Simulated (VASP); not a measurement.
Crystal: LiH.

```
Li H
1.0
     0.00000    2.00355    2.00355
     2.00355    0.00000    2.00355
     2.00355    2.00355    0.00000
Li H
1 1
Cartesian
  0.0000 0.0000 0.0000
  2.0036 2.0036 2.0036
```

Base run:

```yaml
Program: VASP 6.6.1
Functional: PBE0
Potentials_or_basis: VASP PAW PBE potentials, release 64 (Li_sv, H)
Cutoff: 520 eV
k_mesh: 8 × 8 × 8
Occupations: gaussian, width 0.01 eV
Spin: no spin polarisation
```

Its results: band gap on the k mesh 4.67 eV, direct.

Task: The run is repeated on the same cell with these changes: functional from PBE0 to PBE. What comes out?

Result: Band gap on the k mesh 2.98 eV, direct.

PBE0 gives the wider gap, since exact exchange removes part of the self-interaction.

A k mesh can miss the band edges.
